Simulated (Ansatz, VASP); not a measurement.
## Two plane-wave programs on Co

INCAR

```
SYSTEM = Co
ALGO = Normal
EDIFF = 1E-6
ENCUT = 600
GGA = PE
GGA_COMPAT = .False.
ISIF = 2
ISMEAR = -1
ISPIN = 2
LASPH = .True.
LCHARG = .False.
LMAXMIX = 4
LORBIT = 11
LREAL = .False.
LWAVE = .False.
MAGMOM = 3 3 3 3
NBANDS = 46
NELM = 200
NUPDOWN = 12.0
PREC = Accurate
SIGMA = 0.05
```

KPOINTS

```
k-points
0
Gamma
  10 10 3
  0 0 0
```

File POSCAR:

```
Co
1.0
    2.4705617809      0.0000000000      0.0000000000
   -1.2352808905      2.1395692639      0.0000000000
    0.0000000000      0.0000000000      8.0882338000
Co
4
Direct
    0.6666666667      0.3333333333      0.7500000000
    0.0000000000      0.0000000000      0.5000000000
    0.3333333333      0.6666666667      0.2500000000
    0.0000000000      0.0000000000      0.0000000000
```

The input input.yaml:

```yaml
crystal:
  lattice:
    - [2.4705617809, 0.0, 0.0]
    - [-1.2352808905, 2.1395692639, 0.0]
    - [0.0, 0.0, 8.0882338]
  atoms:
    - { symbol: Co, position: [0.6666666667, 0.3333333333, 0.75], spin: 3.0 }
    - { symbol: Co, position: [0.0, 0.0, 0.5], spin: 3.0 }
    - { symbol: Co, position: [0.3333333333, 0.6666666667, 0.25], spin: 3.0 }
    - { symbol: Co, position: [0.0, 0.0, 0.0], spin: 3.0 }
hamiltonian:
  xc: pbe
  pseudopotentials: { kind: paw }
magnetization:
  spin_polarized: true
  initial_magnetization: 12.0
  spin_locking: { lock_magnetization: hard }
kpoints:
  mp_grid: { grid: [10, 10, 3] }
scf:
  occupations: { method: fermi_dirac, width: 0.05 }
  lower_state_search: "off"
output:
  forces: true
  stress: true
  eigenvalues: true
```

Alike in both runs: task single point; functional PBE; k mesh 10 × 10 × 3; occupations fermi-dirac, width 0.05 eV; collinear spin; fixed moment 12 μB.

|  | VASP | Ansatz |
| --- | --- | --- |
| version | VASP 6.6.1 | Ansatz 0.2.0 |
| potentials or method | VASP PAW PBE potentials, release 64 (Co_sv) | Ansatz PAW |
| plane-wave cutoff (eV) | 600 | 420 |
| valence electrons in the cell | 68 | 68 |

Ansatz gave:

- net moment per atom (μB): 3.00
- size of the moment on the site where the two differ most (μB): 2.78

Question: Estimate VASP's values.

Answer: net moment per atom (μB): 3.00; size of the moment on the site where the two differ most (μB): 2.67.

Site moments also hang on the region over which each program counts them.
